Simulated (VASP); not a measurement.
# F (C2/m) in VASP: a series of runs, part 2 of 2

VASP 6.6.1.

### 5 Single point, PBEsol (atoms shifted along a free coordinate)

INCAR

```
SYSTEM = F
PREC = Accurate
ENCUT = 520
EDIFF = 1E-6
ISMEAR = 0
SIGMA = 0.05
LREAL = .False.
LASPH = .True.
NELM = 80
ALGO = Normal
ISIF = 2
LWAVE = .False.
LCHARG = .False.
GGA = PS
NBANDS = 22
```

KPOINTS

```
Automatic mesh
0
Gamma
  4 4 2
  0 0 0
```

POSCAR

```
F
1.0
    3.1291544055     -1.7984322814     -0.2413473825
    3.1291544055      1.7984322814     -0.2413473825
   -2.3528850754      0.0000000000      7.2022286687
F
4
Direct
    0.0848459664      0.0848459664      0.0860117137
    0.9151540336      0.9151540336      0.9139882863
    0.5015719855      0.5015719855      0.5937195244
    0.4984280145      0.4984280145      0.4062804756
```

Potentials or basis: VASP PAW PBE potentials, release 64 (F).

Started as:

```
cat potpaw_PBE.64/F/POTCAR > POTCAR
mpirun -np 1 vasp_std > vasp.out
```

OUTCAR:

```text
SYSTEM = F
   PREC = Accurate
   ENCUT = 520
   EDIFF = 1E-6
   ISMEAR = 0
   LREAL = .False.
   LASPH = .True.
   NELM = 80
   ISIF = 2
   GGA = PS

 ion  position               nearest neighbor table
   1  0.085  0.085  0.086-   2 1.33
   2  0.915  0.915  0.914-   1 1.33
   3  0.502  0.502  0.594-   4 1.41
   4  0.498  0.498  0.406-   3 1.41

  LATTYP: Found a base centered monoclinic cell.
 ALAT       =     6.2768960012
 B/A-ratio  =     0.5730323654
 C/A-ratio  =     1.2070962569
 COS(beta)  =    -0.3827161857

  Lattice vectors:

 A1 = (   3.1291544055,  -1.7984322814,  -0.2413473825)
 A2 = (   3.1291544055,   1.7984322814,  -0.2413473825)
 A3 = (  -2.3528850754,   0.0000000000,   7.2022286687)

Analysis of symmetry for initial positions (statically):
=====================================================================
 Subroutine PRICEL returns:
 Original cell was already a primitive cell.

 Routine SETGRP: Setting up the symmetry group for a
 base centered monoclinic supercell.

 Subroutine GETGRP returns: Found  4 space group operations
 (whereof  4 operations were pure point group operations)
 out of a pool of  4 trial point group operations.

The static configuration has the point symmetry C_2h.

Analysis of symmetry for dynamics (positions and initial velocities):
=====================================================================
 Subroutine PRICEL returns:
 Original cell was already a primitive cell.

 Routine SETGRP: Setting up the symmetry group for a
 base centered monoclinic supercell.

 Subroutine GETGRP returns: Found  4 space group operations
 (whereof  4 operations were pure point group operations)
 out of a pool of  4 trial point group operations.

The dynamic configuration has the point symmetry C_2h.

 Subroutine INISYM returns: Found  4 space group operations
 (whereof  4 operations are pure point group operations),
 and found     1 'primitive' translations

----------------------------------------------------------------------------------------

                                     Primitive cell

  volume of cell :      79.0196

  direct lattice vectors                    reciprocal lattice vectors
     3.129154406 -1.798432281 -0.241347383     0.163917820 -0.278019921  0.053550062
     3.129154406  1.798432281 -0.241347383     0.163917820  0.278019921  0.053550062
    -2.352885075  0.000000000  7.202228669     0.010985804  0.000000000  0.142434846

  length of vectors
     3.617210876  3.617210876  7.576817668     0.327157052  0.327157052  0.142857878

  position of ions in fractional coordinates (direct lattice)
     0.084845966  0.084845966  0.086011714
     0.915154034  0.915154034  0.913988286
     0.501571985  0.501571985  0.593719524
     0.498428014  0.498428014  0.406280476

  ion indices of the primitive-cell ions
   primitive index   ion index
                 1           1
                 2           2
                 3           3
[... 24 lines left out ...]
 ===========================================

 Found     14 irreducible k-points:

 Following reciprocal coordinates:
            Coordinates               Weight
  0.000000  0.000000  0.000000      1.000000
  0.250000 -0.000000  0.000000      4.000000
  0.500000 -0.000000  0.000000      2.000000
  0.250000  0.250000  0.000000      2.000000
  0.500000  0.250000  0.000000      4.000000
 -0.250000  0.250000  0.000000      2.000000
  0.500000  0.500000  0.000000      1.000000
  0.000000  0.000000  0.500000      1.000000
  0.250000 -0.000000  0.500000      4.000000
  0.500000  0.000000  0.500000      2.000000
  0.250000  0.250000  0.500000      2.000000
  0.500000  0.250000  0.500000      4.000000
 -0.250000  0.250000  0.500000      2.000000
  0.500000  0.500000  0.500000      1.000000
   k-points           NKPTS =     14   k-points in BZ     NKDIM =     14   number of bands    NBANDS=     22
   number of dos      NEDOS =    301   number of ions     NIONS =      4
   total plane-waves  NPLWV =  43904
   dimension x,y,z NGX =    28 NGY =   28 NGZ =   56
   dimension x,y,z NGXF=    56 NGYF=   56 NGZF=  112
   ions per type =               4
   NGX,Y,Z   is equivalent  to a cutoff of  12.87, 12.87, 12.29 a.u.
   NGXF,Y,Z  is equivalent  to a cutoff of  25.74, 25.74, 24.57 a.u.
 SYSTEM =  F
   PREC   = accura    normal or accurate (medium, high low for compatibility)
   ISTART =      0    job   : 0-new  1-cont  2-samecut
   ICHARG =      2    charge: 1-file 2-atom 10-const
   ISPIN  =      1    spin polarized calculation?
   LNONCOLLINEAR =      F non collinear calculations
   LSORBIT =      F    spin-orbit coupling
   LASPH  =      T    aspherical Exc in radial PAW
   ENCUT  =  520.0 eV  38.22 Ry    6.18 a.u.   6.73  6.73 14.09*2*pi/ulx,y,z
   NELM   =     80;   NELMIN=  2; NELMDL= -5     # of ELM steps
   EDIFF  = 0.1E-05   stopping-criterion for ELM
   LREAL  =      F    real-space projection
   EDIFFG = 0.1E-04   stopping-criterion for IOM
   NSW    =      0    number of steps for IOM
   IBRION =     -1    ionic relax: 0-MD 1-quasi-New 2-CG
   NFREE  =      0    steps in history (QN), initial steepest desc. (CG)
   ISIF   =      2    stress and relaxation
   ISYM   =      2    0-nonsym 1-usesym 2-fastsym
   POTIM  = 0.5000    time-step for ionic-motion
   TEBEG  =    0.0;   TEEND  =   0.0 temperature during run
   PSTRESS=    0.0 pullay stress
   NELECT =      28.0000    total number of electrons
   NUPDOWN=      -1.0000    fix difference up-down
   EMIN   =  10.00;   EMAX   =-10.00  energy-range for DOS
   EFERMI =   0.00;   METHOD = LEGACY
   ISMEAR =     0;   SIGMA  =   0.05  broadening in eV -4-tet -1-fermi 0-gaus
   EFERMI_NEDOS =   21; number of points for ismear=-14 and -15
   IALGO  =     38    algorithm
   IMIX   =      4    mixing-type and parameters
     AMIX     =   0.40;   BMIX     =  1.00
     AMIX_MAG =   1.60;   BMIX_MAG =  1.00
  volume/ion in A,a.u.               =      19.75       133.31
  Fermi-wavevector in a.u.,A,eV,Ry     =   1.158464  2.189180 18.259549  1.342039
  Thomas-Fermi vector in A             =   2.295066
   LORBIT       =      0    0 simple, 1 ext, 2 COOP (PROOUT), +10 PAW based schemes
   GGA     = PS    functional components
   LHFCALC =     F    Hartree Fock is set to
   AEXX    =    0.0000 exact exchange contribution
   IVDW    =     0    specifies the selected vdW correction
   LEPSILON=     F    determine dielectric tensor
   LRPA    =     F    only Hartree local field effects (RPA)
 non-spin polarized calculation
 Gauss-broadening in eV      SIGMA  =   0.05
  energy-cutoff  :      520.00
  volume of cell :       79.02
 maximum number of plane-waves:      2143
 NGX is ok and might be reduce to    28
   NGX = 13   NGY = 13   NGZ = 29

 number of electron      28.0000007 magnetization

 Free energy of the ion-electron system (eV)
  ---------------------------------------------------
  ext. energy  EPLUGINS =         0.00000000
  ---------------------------------------------------
  free energy    TOTEN  =        -7.65211662 eV

  energy without entropy =       -7.65211662  energy(sigma->0) =       -7.65211662

 E-fermi :  -5.3936     XC(G=0):  -6.6151

 val. band max:       -5.6517914552   @ k =   0.5000   0.5000   0.0000
 cond. band min:      -2.7647297512   @ k =   0.0000   0.0000   0.0000
 fundamental gap:      2.8870617040
 Fermi energy:        -5.3936141834

 k-point     1 :       0.0000    0.0000    0.0000
  band No.  band energies     occupation
      1     -31.9965      2.00000
      2     -30.7324      2.00000
      3     -24.3178      2.00000
      4     -23.6986      2.00000
      5     -12.6781      2.00000
      6     -12.0584      2.00000
[... 339 lines left out ...]
     21       8.7952      0.00000
     22       9.0083      0.00000

------------------------ aborting loop because EDIFF is reached ----------------------------------------

  FORCE on cell =-STRESS in cart. coord.  units (eV):
  Direction    XX          YY          ZZ          XY          YZ          ZX
  --------------------------------------------------------------------------------------
  -------------------------------------------------------------------------------------
  Total        1.0060734     -0.2604010      3.5813724      0.0000000      0.0000000      2.2480150
  in kB       20.3988378     -5.2798110     72.6148155      0.0000000      0.0000000     45.5800679
  external PRESSURE =      29.2446141 kB  Pullay stress =       0.0000000 kB

 VOLUME and BASIS-vectors are now :
 -----------------------------------------------------------------------------
  energy-cutoff  :      520.00
  volume of cell :       79.02
      direct lattice vectors                 reciprocal lattice vectors
     3.129154406 -1.798432281 -0.241347383     0.163917820 -0.278019921  0.053550062
     3.129154406  1.798432281 -0.241347383     0.163917820  0.278019921  0.053550062
    -2.352885075  0.000000000  7.202228669     0.010985804  0.000000000  0.142434846

 POSITION                                       TOTAL-FORCE (eV/Angst)
 -----------------------------------------------------------------------------------
      0.32862      0.00000      0.57852         1.888275      0.000000      3.367192
      3.57681      0.00000      6.14101        -1.888275      0.000000     -3.367192
      1.74204      0.00000      4.03400         0.007776      0.000000     -0.067882
      2.16339      0.00000      2.68554        -0.007776      0.000000      0.067882
 -----------------------------------------------------------------------------------
    total drift:                                0.000000     -0.000000     -0.000000

  FREE ENERGIE OF THE ION-ELECTRON SYSTEM (eV)
  ---------------------------------------------------
  free  energy   TOTEN  =        -7.6521166249 eV

  energy  without entropy=       -7.6521166249  energy(sigma->0) =       -7.65211662
```

OSZICAR:

```text
N       E                     dE             d eps       ncg     rms          rms(c)
DAV:   1     0.182716930801E+03    0.18272E+03   -0.15024E+04   616   0.115E+03
DAV:   2     0.274950883994E+00   -0.18244E+03   -0.17649E+03   862   0.282E+02
DAV:   3    -0.940187174003E+01   -0.96768E+01   -0.96290E+01   694   0.644E+01
DAV:   4    -0.946456995932E+01   -0.62698E-01   -0.62695E-01   696   0.594E+00
DAV:   5    -0.946497422378E+01   -0.40426E-03   -0.40421E-03   724   0.456E-01    0.112E+01
DAV:   6    -0.811210501686E+01    0.13529E+01   -0.50615E-01   628   0.723E+00    0.632E+00
DAV:   7    -0.765395963838E+01    0.45815E+00   -0.67037E-01   628   0.785E+00    0.749E-01
DAV:   8    -0.765191117602E+01    0.20485E-02   -0.85895E-02   658   0.208E+00    0.128E-01
DAV:   9    -0.765202082668E+01   -0.10965E-03   -0.11033E-03   706   0.253E-01    0.710E-02
DAV:  10    -0.765211506279E+01   -0.94236E-04   -0.28134E-04   664   0.142E-01    0.272E-02
DAV:  11    -0.765211743778E+01   -0.23750E-05   -0.30984E-05   688   0.495E-02    0.805E-03
DAV:  12    -0.765211662488E+01    0.81290E-06   -0.48502E-06   658   0.173E-02
   1 F= -.76521166E+01 E0= -.76521166E+01  d E =-.235005E-14
```

stdout:

```text
POSCAR found type information on POSCAR F
 POSCAR found :  1 types and       4 ions
 scaLAPACK will be used
 -----------------------------------------------------------------------------
|                                                                             |
|                                                                             |
|     You enforced a specific xc type in the INCAR file but a different       |
|     I HOPE YOU KNOW WHAT YOU ARE DOING!                                     |
|                                                                             |
 -----------------------------------------------------------------------------

 LDA part: xc-table for (Slater+PW92), standard interpolation
 POSCAR, INCAR and KPOINTS ok, starting setup
 FFT: planning ... GRIDC
 FFT: planning ... GRID_SOFT
 FFT: planning ... GRID
 WAVECAR not read
 entering main loop
```

Wall time 21 s (1 thread of Intel Xeon Platinum 8559C (Emerald Rapids), shared host); peak memory 0.18 GiB.

What came out:

| Property | Result |
| --- | --- |
| Free energy | -7.6521 eV |
| Pressure | 2.9 GPa |
| Largest force | 3.861 eV/Å |
| Band gap on the k mesh | 2.89 eV (least direct gap 2.93 eV) |

Forces on the atoms (eV/Å):
```
F    1.888  0.000  3.367
F   -1.888  0.000 -3.367
F    0.008  0.000 -0.068
F   -0.008  0.000  0.068
```

Caveat: the k points lie up to 0.51 Å⁻¹ apart; the cell differs from its parent crystal (atoms shifted along a free coordinate); this functional lacks dispersion, which holds the molecules together, so the pressure and a relaxed volume are unreliable; the PAW data sets were made with another functional, which shifts forces and pressure a little.

### 6 Single point, PBEsol (atoms shifted along a free coordinate)

INCAR

```
PREC = Accurate
ENCUT = 520
EDIFF = 1E-7
ISMEAR = 0
SIGMA = 0.05
LREAL = False
LASPH = True
NELM = 100
ALGO = Normal
ISIF = 2
LWAVE = False
LCHARG = True
GGA = PS
LELF = True
LVHAR = True
NBANDS = 22
```

KPOINTS

```
regular mesh
0
Gamma
  4 4 2
```

Edit POSCAR of step 5 so:

```diff
@@ -8,4 +8,4 @@
 Direct
-    0.0848459664      0.0848459664      0.0860117137
-    0.9151540336      0.9151540336      0.9139882863
+    0.0848459664      0.0848459664      0.1099880702
+    0.9151540336      0.9151540336      0.8900119298
     0.5015719855      0.5015719855      0.5937195244
```

Potentials or basis: VASP PAW PBE potentials, release 64 (F).

Started as:

```
cat potpaw_PBE.64/F/POTCAR > POTCAR
mpirun -np 1 vasp_std > vasp.out
```

It took 20 s on 1 thread of Intel Xeon Platinum 8559C (Emerald Rapids), shared host; peak memory 0.18 GiB.

It converged, with:

```
Free energy            : -7.3839 eV
Pressure               : -4.8 GPa
Largest force          : 3.615 eV/Å
Band gap on the k mesh : 1.43 eV (least direct gap 1.50 eV)
```

Forces in eV/Å, atoms in the order of the input:
```
F   -1.177  0.000 -3.418
F    1.177  0.000  3.418
F    0.086  0.000 -0.059
F   -0.086  0.000  0.059
```

Stress tensor (GPa, compression positive):
```
 -2.21   0.00  -3.89
  0.00  -0.53   0.00
 -3.89   0.00 -11.54
```

Levels at points of the mesh, in eV from the valence-band top:
```tsv
k point	band 11	band 12	band 13	band 14	band 15	band 16	band 17	band 18
(0.00, 0.00, 0.00)	-0.35	-0.17	-0.10	-0.07	1.43	3.32	8.93	11.38
(0.50, 0.00, 0.00)	-0.38	-0.32	-0.23	-0.22	1.57	3.33	12.74	13.02
(0.50, 0.50, 0.00)	-0.42	-0.31	-0.16	0.00	1.53	3.31	13.03	13.20
(0.00, 0.00, 0.50)	-0.26	-0.19	-0.15	-0.12	1.50	3.25	9.62	9.88
(0.50, 0.00, 0.50)	-0.49	-0.36	-0.19	-0.04	1.52	3.33	12.72	13.54
(0.50, 0.50, 0.50)	-0.37	-0.35	-0.18	-0.12	1.58	3.32	12.71	12.82
```

Caveat: the k points lie up to 0.51 Å⁻¹ apart; the cell differs from its parent crystal (atoms shifted along a free coordinate); this functional lacks dispersion, which holds the molecules together, so the pressure and a relaxed volume are unreliable; the PAW data sets were made with another functional, which shifts forces and pressure a little. A k mesh can miss the band edges.

### 7 Summary

| cell | gap on the mesh (eV) | pressure (GPa) | largest force (eV/Å) |
| --- | --- | --- | --- |
| a = 3.584, b = 3.584, c = 7.507 Å, angles 109.4, 109.4, 59.6°, 4 atoms, atomic positions A | 2.89 | 6.6 | 7.51 |
| a = 3.617, b = 3.617, c = 7.577 Å, angles 109.4, 109.4, 59.6°, 4 atoms, atomic positions B | 2.58 | 7.8 | 9.87 |
| a = 3.617, b = 3.617, c = 7.577 Å, angles 109.4, 109.4, 59.6°, 4 atoms, atomic positions C | 2.88 | -0.6 | 0.06 |
| a = 3.617, b = 3.617, c = 7.577 Å, angles 109.4, 109.4, 59.6°, 4 atoms, atomic positions D | 2.89 | 2.9 | 3.86 |
| a = 3.617, b = 3.617, c = 7.577 Å, angles 109.4, 109.4, 59.6°, 4 atoms, atomic positions E | 1.43 | -4.8 | 3.61 |

Alike in all rows: task single point; level PBEsol; potentials or basis VASP PAW PBE potentials, release 64 (F); no spin polarisation; k mesh 4 × 4 × 2; cutoff (eV) 520; smearing gaussian 0.05 eV.

Caveats: all runs use coarse meshes; the PAW data sets were made with another functional, which shifts forces and pressure a little; this functional lacks dispersion, which holds the molecules together, so the pressure and a relaxed volume are unreliable (at least some runs); the standard files for N, O and F lose accuracy on very short bonds (at least some runs).

Total energies depend on the potentials used, so only differences within one code and one set of settings carry meaning.
